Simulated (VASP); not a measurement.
# CdO (Fm-3m) in VASP: single point with PBE

Aim: the single point of CdO with PBE.

Everything below comes from runs of VASP 6.6.1. Logs are shortened: lines on timing, memory, paths and dates and some standing lists are left out, and cuts for length are marked.

## (1) The cell of the first run

The structure is cubic, space group Fm-3m (No. 225). Conventional cell: a = 4.718 Å, b = 4.718 Å, c = 4.718 Å, α = 90.00°, β = 90.00°, γ = 90.00°. Cd (site symmetry m-3m) has 6 O at 2.36 Å within 3.1 Å. O (site symmetry m-3m) has 6 Cd at 2.36 Å within 3.1 Å.

## (2) Single point, PBE

INCAR

```
SYSTEM = CdO
PREC = Accurate
ENCUT = 700
EDIFF = 1E-6
ISMEAR = -1
SIGMA = 0.1
LREAL = .False.
LASPH = .True.
NELM = 120
ALGO = Normal
ISIF = 2
LWAVE = .False.
LCHARG = .True.
GGA = PE
LELF = .True.
LVHAR = .True.
NBANDS = 20
GGA_COMPAT = .False.
```

KPOINTS

```
regular mesh
0
Gamma
  7 7 7
  0 0 0
```

POSCAR

```
CdO
1.0
    0.0000000000      2.3591184600      2.3591184600
    2.3591184600      0.0000000000      2.3591184600
    2.3591184600      2.3591184600      0.0000000000
Cd O
1 1
Direct
    0.0000000000      0.0000000000      0.0000000000
    0.5000000000      0.5000000000      0.5000000000
```

Potentials or basis: VASP PAW PBE potentials, release 64 (Cd_sv_GW, O).

Launch:

```
$ cat potpaw_PBE.64/Cd_sv_GW/POTCAR potpaw_PBE.64/O/POTCAR > POTCAR
$ mpirun -np 1 vasp_std > vasp.out
```

OUTCAR:

```text
SYSTEM = CdO
   PREC = Accurate
   ENCUT = 700
   EDIFF = 1E-6
   ISMEAR = -1
   LREAL = .False.
   LASPH = .True.
   NELM = 120
   ISIF = 2
   GGA = PE

 ion  position               nearest neighbor table
   1  0.000  0.000  0.000-
   2  0.500  0.500  0.500-

  LATTYP: Found a face centered cubic cell.
 ALAT       =     4.7182369200

  Lattice vectors:

 A1 = (   0.0000000000,   2.3591184600,   2.3591184600)
 A2 = (   2.3591184600,   0.0000000000,   2.3591184600)
 A3 = (   2.3591184600,   2.3591184600,   0.0000000000)

Analysis of symmetry for initial positions (statically):
=====================================================================
 Subroutine PRICEL returns:
 Original cell was already a primitive cell.

 Routine SETGRP: Setting up the symmetry group for a
 face centered cubic supercell.

 Subroutine GETGRP returns: Found 48 space group operations
 (whereof 48 operations were pure point group operations)
 out of a pool of 48 trial point group operations.

The static configuration has the point symmetry O_h .

Analysis of symmetry for dynamics (positions and initial velocities):
=====================================================================
 Subroutine PRICEL returns:
 Original cell was already a primitive cell.

 Routine SETGRP: Setting up the symmetry group for a
 face centered cubic supercell.

 Subroutine GETGRP returns: Found 48 space group operations
 (whereof 48 operations were pure point group operations)
 out of a pool of 48 trial point group operations.

The dynamic configuration has the point symmetry O_h .

 Subroutine INISYM returns: Found 48 space group operations
 (whereof 48 operations are pure point group operations),
 and found     1 'primitive' translations

----------------------------------------------------------------------------------------

                                     Primitive cell

  volume of cell :      26.2591

  direct lattice vectors                    reciprocal lattice vectors
     0.000000000  2.359118460  2.359118460    -0.211943575  0.211943575  0.211943575
     2.359118460  0.000000000  2.359118460     0.211943575 -0.211943575  0.211943575
     2.359118460  2.359118460  0.000000000     0.211943575  0.211943575 -0.211943575

  length of vectors
     3.336297321  3.336297321  3.336297321     0.367097040  0.367097040  0.367097040

  position of ions in fractional coordinates (direct lattice)
     0.000000000  0.000000000  0.000000000
     0.500000000  0.500000000  0.500000000

  ion indices of the primitive-cell ions
   primitive index   ion index
                 1           1
                 2           2

----------------------------------------------------------------------------------------

 KPOINTS: regular mesh

Automatic generation of k-mesh.
 Grid dimensions read from file:
 generate k-points for:    7    7    7

 Generating k-lattice:

  Cartesian coordinates                     Fractional coordinates (reciprocal lattice)
    -0.030277654  0.030277654  0.030277654     0.142857143  0.000000000  0.000000000
     0.030277654 -0.030277654  0.030277654     0.000000000  0.142857143  0.000000000
     0.030277654  0.030277654 -0.030277654     0.000000000  0.000000000  0.142857143

  Length of vectors
     0.052442434  0.052442434  0.052442434

  Shift w.r.t. Gamma in fractional coordinates (k-lattice)
     0.000000000  0.000000000  0.000000000

 Subroutine IBZKPT returns following result:
 ===========================================

 Found     20 irreducible k-points:

 Following reciprocal coordinates:
            Coordinates               Weight
  0.000000  0.000000  0.000000      1.000000
  0.142857  0.000000  0.000000      8.000000
  0.285714  0.000000  0.000000      8.000000
  0.428571  0.000000  0.000000      8.000000
  0.142857  0.142857  0.000000      6.000000
  0.285714  0.142857  0.000000     24.000000
[... 12 lines left out ...]
 -0.428571  0.428571  0.142857     24.000000
 -0.285714  0.428571  0.142857     24.000000
   k-points           NKPTS =     20   k-points in BZ     NKDIM =     20   number of bands    NBANDS=     20
   number of dos      NEDOS =    301   number of ions     NIONS =      2
   total plane-waves  NPLWV =  27000
   dimension x,y,z NGX =    30 NGY =   30 NGZ =   30
   dimension x,y,z NGXF=    60 NGYF=   60 NGZF=   60
   ions per type =               1   1
   NGX,Y,Z   is equivalent  to a cutoff of  14.95, 14.95, 14.95 a.u.
   NGXF,Y,Z  is equivalent  to a cutoff of  29.90, 29.90, 29.90 a.u.
 SYSTEM =  CdO
   PREC   = accura    normal or accurate (medium, high low for compatibility)
   ISTART =      0    job   : 0-new  1-cont  2-samecut
   ICHARG =      2    charge: 1-file 2-atom 10-const
   ISPIN  =      1    spin polarized calculation?
   LNONCOLLINEAR =      F non collinear calculations
   LSORBIT =      F    spin-orbit coupling
   LASPH  =      T    aspherical Exc in radial PAW
   ENCUT  =  700.0 eV  51.45 Ry    7.17 a.u.   7.20  7.20  7.20*2*pi/ulx,y,z
   NELM   =    120;   NELMIN=  2; NELMDL= -5     # of ELM steps
   EDIFF  = 0.1E-05   stopping-criterion for ELM
   LREAL  =      F    real-space projection
   EDIFFG = 0.1E-04   stopping-criterion for IOM
   NSW    =      0    number of steps for IOM
   IBRION =     -1    ionic relax: 0-MD 1-quasi-New 2-CG
   NFREE  =      0    steps in history (QN), initial steepest desc. (CG)
   ISIF   =      2    stress and relaxation
   ISYM   =      2    0-nonsym 1-usesym 2-fastsym
   POTIM  = 0.5000    time-step for ionic-motion
   TEBEG  =    0.0;   TEEND  =   0.0 temperature during run
   PSTRESS=    0.0 pullay stress
   NELECT =      26.0000    total number of electrons
   NUPDOWN=      -1.0000    fix difference up-down
   EMIN   =  10.00;   EMAX   =-10.00  energy-range for DOS
   EFERMI =   0.00;   METHOD = LEGACY
   ISMEAR =    -1;   SIGMA  =   0.10  broadening in eV -4-tet -1-fermi 0-gaus
   EFERMI_NEDOS =   21; number of points for ismear=-14 and -15
   IALGO  =     38    algorithm
   IMIX   =      4    mixing-type and parameters
     AMIX     =   0.40;   BMIX     =  1.00
     AMIX_MAG =   1.60;   BMIX_MAG =  1.00
  volume/ion in A,a.u.               =      13.13        88.60
  Fermi-wavevector in a.u.,A,eV,Ry     =   1.631697  3.083460 36.224632  2.662435
  Thomas-Fermi vector in A             =   2.723790
   LORBIT       =      0    0 simple, 1 ext, 2 COOP (PROOUT), +10 PAW based schemes
   GGA     = PE    functional components
   LHFCALC =     F    Hartree Fock is set to
   AEXX    =    0.0000 exact exchange contribution
   IVDW    =     0    specifies the selected vdW correction
   LEPSILON=     F    determine dielectric tensor
   LRPA    =     F    only Hartree local field effects (RPA)
 non-spin polarized calculation
  energy-cutoff  :      700.00
  volume of cell :       26.26
 maximum number of plane-waves:      1117
 NGX is ok and might be reduce to    30
   NGX = 15   NGY = 15   NGZ = 15

 number of electron      25.9999992 magnetization

 Free energy of the ion-electron system (eV)
  ---------------------------------------------------
  ext. energy  EPLUGINS =         0.00000000
  ---------------------------------------------------
  free energy    TOTEN  =        -7.82573918 eV

  energy without entropy =       -7.82268861  energy(sigma->0) =       -7.82421390

 E-fermi :   5.1509     XC(G=0): -11.8421

 val. band max:        4.7717543057   @ k =   0.4286   0.0000   0.0000
 cond. band min:       6.0141916667   @ k =   0.1429   0.0000   0.0000
 fundamental gap:      1.2424373611
 Fermi energy:         5.1509005708

 k-point     1 :       0.0000    0.0000    0.0000
  band No.  band energies     occupation
      1     -95.6016      2.00000
      2     -56.6804      2.00000
      3     -56.6804      2.00000
      4     -56.6804      2.00000
      5     -12.4338      2.00000
      6      -1.8465      2.00000
[... 12 lines left out ...]
     19      22.8773      0.00000
     20      22.8773      0.00000

 k-point     2 :       0.1429    0.0000    0.0000
  band No.  band energies     occupation
      1     -95.6015      2.00000
      2     -56.6833      2.00000
      3     -56.6808      2.00000
      4     -56.6808      2.00000
      5     -12.3009      2.00000
      6      -1.9311      2.00000
[... 12 lines left out ...]
     19      23.4037      0.00000
     20      23.4037      0.00000

 k-point     3 :       0.2857    0.0000    0.0000
  band No.  band energies     occupation
      1     -95.6011      2.00000
      2     -56.6899      2.00000
      3     -56.6818      2.00000
      4     -56.6818      2.00000
      5     -11.9841      2.00000
      6      -2.2658      2.00000
[... 12 lines left out ...]
     19      24.5351      0.00000
     20      24.5351      0.00000

 k-point     4 :       0.4286    0.0000    0.0000
  band No.  band energies     occupation
      1     -95.6008      2.00000
      2     -56.6952      2.00000
      3     -56.6827      2.00000
      4     -56.6827      2.00000
      5     -11.7080      2.00000
      6      -2.6797      2.00000
[... 12 lines left out ...]
     19      25.7555      0.00000
     20      26.1594      0.00000

 k-point     5 :       0.1429    0.1429    0.0000
  band No.  band energies     occupation
      1     -95.6014      2.00000
      2     -56.6831      2.00000
      3     -56.6815      2.00000
      4     -56.6815      2.00000
      5     -12.2674      2.00000
      6      -1.9320      2.00000
[... 12 lines left out ...]
     19      24.2711      0.00000
     20      26.1397      0.00000
[... 261 lines left out ...]
      6      -2.2536      2.00000
[... 12 lines left out ...]
     19      26.2693      0.00000
     20      26.8037      0.00000

 k-point    18 :      -0.4286    0.2857    0.1429
  band No.  band energies     occupation
      1     -95.6006      2.00000
      2     -56.6931      2.00000
      3     -56.6875      2.00000
      4     -56.6843      2.00000
      5     -11.7139      2.00000
      6      -2.3078      2.00000
[... 12 lines left out ...]
     19      24.4246      0.00000
     20      27.6650      0.00000

 k-point    19 :      -0.4286    0.4286    0.1429
  band No.  band energies     occupation
      1     -95.6004      2.00000
      2     -56.6932      2.00000
      3     -56.6878      2.00000
      4     -56.6861      2.00000
      5     -11.7551      2.00000
      6      -2.1793      2.00000
[... 12 lines left out ...]
     19      26.1217      0.00000
     20      28.7637      0.00000

 k-point    20 :      -0.2857    0.4286    0.1429
  band No.  band energies     occupation
      1     -95.6004      2.00000
      2     -56.6914      2.00000
      3     -56.6905      2.00000
      4     -56.6858      2.00000
      5     -11.7073      2.00000
      6      -2.1676      2.00000
[... 12 lines left out ...]
     19      24.2074      0.00000
     20      29.2850      0.00000

------------------------ aborting loop because EDIFF is reached ----------------------------------------

  FORCE on cell =-STRESS in cart. coord.  units (eV):
  Direction    XX          YY          ZZ          XY          YZ          ZX
  --------------------------------------------------------------------------------------
  -------------------------------------------------------------------------------------
  Total        0.6664558      0.6664558      0.6664558      0.0000000      0.0000000      0.0000000
  in kB       40.6633070     40.6633070     40.6633070      0.0000000      0.0000000      0.0000000
  external PRESSURE =      40.6633070 kB  Pullay stress =       0.0000000 kB

 VOLUME and BASIS-vectors are now :
 -----------------------------------------------------------------------------
  energy-cutoff  :      700.00
  volume of cell :       26.26
      direct lattice vectors                 reciprocal lattice vectors
     0.000000000  2.359118460  2.359118460    -0.211943575  0.211943575  0.211943575
     2.359118460  0.000000000  2.359118460     0.211943575 -0.211943575  0.211943575
     2.359118460  2.359118460  0.000000000     0.211943575  0.211943575 -0.211943575

 POSITION                                       TOTAL-FORCE (eV/Angst)
 -----------------------------------------------------------------------------------
      0.00000      0.00000      0.00000         0.000000      0.000000      0.000000
      2.35912      2.35912      2.35912         0.000000      0.000000      0.000000
 -----------------------------------------------------------------------------------
    total drift:                                0.000000      0.000000      0.000000

  FREE ENERGIE OF THE ION-ELECTRON SYSTEM (eV)
  ---------------------------------------------------
  free  energy   TOTEN  =        -7.8257391818 eV

  energy  without entropy=       -7.8226886138  energy(sigma->0) =       -7.82421390
```

Run time: 19 s. Hardware: 1 thread of Intel Xeon Platinum 8488C (Sapphire Rapids), shared host; peak memory 0.18 GiB.

What came out:

- Free energy: -7.8257 eV
- Pressure: 4.1 GPa
- Band gap on the k mesh: zero (bands 13 and 14 overlap by 0.37 eV)

Caveat: the cell stands under pressure; semilocal functionals underestimate gaps, and a narrow one can read as zero.

The gap in the log of VASP goes by the Fermi energy; the results here count the filled bands.